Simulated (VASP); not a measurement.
LiLa2VO6, 10 atoms in the cell. The structure is cubic, space group Fm-3m (No. 225). Conventional cell: a = 7.729 Å, b = 7.729 Å, c = 7.729 Å, α = 90.00°, β = 90.00°, γ = 90.00°. Li (site symmetry m-3m) has 6 O at 1.99 Å within 2.6 Å. Within 3.6 Å of La (site symmetry -43m) lie 12 O at 2.73 Å and 4 Li at 3.35 Å and 4 V at 3.35 Å. V (site symmetry m-3m) has 6 O at 1.88 Å within 2.5 Å. Within 2.5 Å of O (site symmetry 4mm) lie 1 V at 1.88 Å and 1 Li at 1.99 Å. 

| Quantity | Value |
| --- | --- |
| Program | VASP 6.6.1 |
| Task | relaxation of cell and atoms |
| Functional | PBEsol |
| Potentials or basis | VASP PAW PBE potentials, release 64 (Li_sv, La, V_sv, O) |
| Cutoff | 600 eV |
| k mesh | 6 × 6 × 6 |
| Occupations | gaussian, width 0.03 eV |
| Spin | no spin polarisation |
| Further INCAR settings | ALGO = Normal; EDIFF = 1e-06; IBRION = 2; EDIFFG = -0.01; NSW = 90; ISIF = 3 |

Potentials or basis: VASP PAW PBE potentials, release 64 (Li_sv, La, V_sv, O).

Run with:

```sh
$ cat potpaw_PBE.64/Li_sv/POTCAR potpaw_PBE.64/La/POTCAR potpaw_PBE.64/V_sv/POTCAR potpaw_PBE.64/O/POTCAR > POTCAR
$ mpirun -np 2 vasp_std > vasp.out
```

Hardware: 2 MPI ranks on Intel(R) Xeon(R) 6975P-C (Granite Rapids), on a shared host.

**Question.** How long does it take, and how much memory?

**Answer.** It took 4.7 min on 2 MPI ranks on Intel(R) Xeon(R) 6975P-C (Granite Rapids) (shared host), peak memory 0.4 GiB a rank. Counts: scf iterations 76, k points 16, ion steps 7.
